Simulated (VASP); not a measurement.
**CdTe4: single point with PBE**

The system is CdTe4.

```
Cd Te
1.0
    -3.70870    3.70870    3.70870
     3.70870   -3.70870    3.70870
     3.70870    3.70870   -3.70870
Cd Te
1 4
Cartesian
  0.0000 0.0000 0.0000
  1.2966 1.2966 1.2966
  -2.4121 2.4121 2.4121
  2.4121 2.4121 -2.4121
  2.4121 -2.4121 2.4121
```

The cell was built from a structure type or drawn by symmetry, and may not be a known phase.

```
Program                : VASP 6.6.1
Task                   : single point
Functional             : PBE
Potentials or basis    : VASP PAW PBE potentials, release 64 (Cd, Te)
Cutoff                 : 520 eV
k mesh                 : 4 × 4 × 4
Occupations            : gaussian, width 0.1 eV
Spin                   : no spin polarisation
Dipole correction      : no
Further INCAR settings : ALGO = Normal; EDIFF = 1e-07; NBANDS = 26
```

The pressure is 18.0 GPa. The largest force is 9.223 eV/Å. The band gap on the k mesh is zero (bands 18 and 19 overlap by 0.15 eV).

Forces on the atoms (eV/Å):
```
Cd   0.000  0.000  0.000
Te   5.325  5.325  5.325
Te   5.325 -5.325 -5.325
Te  -5.325 -5.325  5.325
Te  -5.325  5.325 -5.325
```

Levels at points of the mesh, in eV from the Fermi level:
```csv
k point,band 15,band 16,band 17,band 18,band 19,band 20,band 21,band 22
"(0.00, 0.00, 0.00)",-1.41,-1.41,-0.37,-0.37,0.92,0.92,0.92,4.87
"(0.50, 0.00, 0.00)",-1.23,-1.04,-0.93,-0.31,0.14,0.20,0.72,4.82
"(0.50, 0.50, 0.50)",-1.97,-0.73,-0.73,-0.73,0.63,0.63,0.63,4.71
```

Run time: 31 s on 1 thread of AMD EPYC 9R45 96-Core Processor (Zen 5) (shared host), peak memory 0.3 GiB.

Caveat: the cell stands under pressure; semilocal functionals underestimate gaps, so a narrow gap can read as zero; spin-orbit coupling is left out, which moves the levels of the heavy elements; forces of over 1 eV/Å act on the atoms, so gaps and moduli don't describe the material at rest.
